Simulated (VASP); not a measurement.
B:

```xyz
4
Lattice="1.7245 0.0000 0.0000 -0.8623 1.4935 0.0000 0.0000 0.0000 21.3175" Properties=species:S:1:pos:R:3 pbc="T T T"
B     0.8623    1.4935    0.0000
B     1.7245    0.0000   10.6587
B     0.0000    0.9956    5.3294
B     0.8623    0.4978   15.9881
```

Base run:

| Property | Result |
| --- | --- |
| Program | VASP 6.6.1 |
| Functional | RPBE |
| Potentials or basis | VASP PAW PBE potentials, release 64 (B) |
| Cutoff | 520 eV |
| k mesh | 27 × 27 × 2 |
| Occupations | fermi-dirac, width 0.1 eV |
| Spin | no spin polarisation |

Its results: band gap on the k mesh zero (band 6 reaches 5.84 eV, above the bottom of band 7 at -5.10 eV); pressure -0.7 GPa.

Question: The run is repeated on the same cell with these changes: k mesh from 27 × 27 × 2 to 17 × 17 × 5. What comes out?

Answer: Band gap on the k mesh zero (band 6 reaches 5.52 eV, above the bottom of band 7 at -5.05 eV); pressure -0.1 GPa.

Caveats: the PAW data sets were made with another functional, which shifts forces and pressure a little; this functional lacks dispersion, which binds the layers, so the pressure and a relaxed spacing across them are unreliable.
